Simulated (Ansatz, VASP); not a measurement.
Two plane-wave programs on Mo

```
Mo
1.0
    -1.56532    1.56532    1.56532
     1.56532   -1.56532    1.56532
     1.56532    1.56532   -1.56532
Mo
1
Direct
  0.00000 0.00000 0.00000
```

Alike in both runs: task single point; functional PBE; k mesh 8 × 8 × 8; no spin polarisation; Hubbard terms Mo d U = 2.0 eV.

|  | VASP | Ansatz |
| --- | --- | --- |
| version | VASP 6.6.1 | Ansatz 0.2.0 |
| potentials or method | VASP PAW PBE potentials, release 64 (Mo_sv), cutoff 500 eV | PAW plane waves |
| occupations | fermi-dirac, width 0.1 eV | fermi-dirac |
| valence electrons in the cell | 14 | 14 |

VASP gave:

```
gap on the k mesh at the Fermi level (eV) : none
pressure (GPa)                            : 13.4
```

Problem. Estimate Ansatz's values.

Solution. gap on the k mesh at the Fermi level (eV): none; pressure (GPa): 9.0.

The programs project onto different local orbitals, so the same U acts differently, and such runs can settle in different states. A gap of «none» marks a metal or a gap that the smearing closes. Ansatz's warnings: filled band counts differ across k points.
